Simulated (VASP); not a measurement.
TiB2:

```
CELL_PARAMETERS angstrom
3.03210 0.00000 0.00000
-1.51605 2.62588 0.00000
0.00000 0.00000 3.22341
ATOMIC_POSITIONS crystal
Ti 0.00000 0.00000 0.00000
B 0.33333 0.66667 0.50000
B 0.66667 0.33333 0.50000
```

- Program: VASP 6.6.1
- Task: relaxation of cell and atoms
- Functional: LDA
- Potentials or basis: VASP PAW LDA potentials, release 64 (Ti_sv, B)
- Cutoff: 600 eV
- k mesh: 15 × 15 × 14
- Occupations: gaussian, width 0.1 eV
- Spin: no spin polarisation

At the start: pressure -11.0 GPa; volume 8.55 Å³/atom.

Problem. Where does the relaxation end?

Solution. Over 8 steps the energy falls by 13.0 meV/atom and the volume is 8.19 Å³/atom (-4.2 %); space group P6/mmm (No. 191, to 0.1 Å) before and after.

The path:
| step | energy change (eV) | largest force (eV/Å) | pressure (GPa) | volume (Å³) |
| --- | --- | --- | --- | --- |
| 1 | 0.0000 | 0.0000 | -10.96 | 25.66 |
| 2 | 0.0028 | 0.0000 | 13.09 | 23.55 |
| 3 | -0.0381 | 0.0000 | -0.01 | 24.60 |
| 4 | -0.0381 | 0.0000 | 0.15 | 24.58 |
| 5 | -0.0390 | 0.0000 | 0.14 | 24.56 |
| 6 | -0.0390 | 0.0000 | 0.17 | 24.56 |
| 7 | -0.0390 | 0.0000 | -0.13 | 24.59 |
| 8 | -0.0390 | 0.0000 | -0.08 | 24.57 |

Final structure:
```
Ti B
1.0
     2.99582    0.00000    0.00000
    -1.49791    2.59446    0.00000
     0.00000    0.00000    3.16164
Ti B
1 2
Cartesian
  0.0000 0.0000 0.0000
  0.0000 1.7296 1.5808
  1.4979 0.8648 1.5808
```
